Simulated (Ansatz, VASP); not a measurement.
## One calculation of AgI, two programs

```
Ag I
1.0
     4.65129    0.00000    0.00000
    -2.32565    4.02814    0.00000
     0.00000    0.00000    7.59785
Ag I
2 2
Cartesian
  0.0000 2.6854 0.0182
  2.3256 1.3427 3.8172
  0.0000 2.6854 2.8682
  2.3256 1.3427 6.6671
```

Alike in both runs: task single point; functional r2SCANh; k mesh 6 × 6 × 2; no spin polarisation.

|  | VASP | Ansatz |
| --- | --- | --- |
| version | VASP 6.6.1 | Ansatz 0.2.0 |
| potentials or method | VASP PAW PBE potentials, release 64 (Ag, I) | plane waves, PAW |
| plane-wave cutoff (eV) | 440 | 500 |
| occupations | gaussian, width 0.01 eV | fixed |
| valence electrons in the cell | 36 | 72 |

VASP gave:

```
gap on the k mesh at the Fermi level (eV) : 2.47
pressure (GPa)                            : -0.1
```

Question: Which values does Ansatz return?

Answer: gap on the k mesh at the Fermi level (eV): 2.51; pressure (GPa): 0.0.

VASP's potentials were made for PBE, not for r2SCANh. VASP's potentials hold 36 valence electrons a cell and Ansatz's 72, so a difference there can come from the potentials and not from the codes. Ansatz's warnings: stress exchange threshold loose, stress scf threshold loose.

Neither program's run includes spin-orbit coupling.
